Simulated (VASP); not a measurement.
Write the native input for VASP 6.6.1 that does the following.

| Quantity | Value |
| --- | --- |
| Task | single point |
| Functional | LDA |
| Potentials or basis | VASP PAW LDA potentials, release 64 (Ga_d, P) |
| Cutoff | 500 eV |
| k mesh | 8 × 8 × 8 |
| Occupations | gaussian, width 0.02 eV |
| Spin | no spin polarisation |
| Dipole correction | no |
| Further INCAR settings | ALGO = Normal; EDIFF = 1e-06; NBANDS = 16 |

The structure of GaP lies in POSCAR:

```
GaP
1.0
    0.0000000000      2.7742690620      2.7742690620
    2.7742690620      0.0000000000      2.7742690620
    2.7742690620      2.7742690620      0.0000000000
Ga P
1 1
Direct
    0.0000000000      0.0000000000      0.0000000000
    0.7500000000      0.7500000000      0.7500000000
```

These files were run (other wordings do the same):

INCAR

```
SYSTEM = GaP
PREC = Accurate
ENCUT = 500
EDIFF = 1E-6
ISMEAR = 0
SIGMA = 0.02
LREAL = .False.
LASPH = .True.
NELM = 120
ALGO = Normal
ISIF = 2
LWAVE = .False.
LCHARG = .False.
NBANDS = 16
GGA_COMPAT = .False.
```

KPOINTS

```
regular mesh
0
Gamma
  8 8 8
  0 0 0
```

Potentials or basis: VASP PAW LDA potentials, release 64 (Ga_d, P).

Command:

```bash
$ cat potpaw_LDA.64/Ga_d/POTCAR potpaw_LDA.64/P/POTCAR > POTCAR
$ mpirun -np 1 vasp_std > vasp.out
```

Results of the run:

The pressure is -6.4 GPa. The band gap on the k mesh is 1.20 eV.

Caveat: the cell stands under tension.

It took 28 s on 1 thread of Intel Xeon 8259CL, on a shared host, peak memory 0.15 GiB.
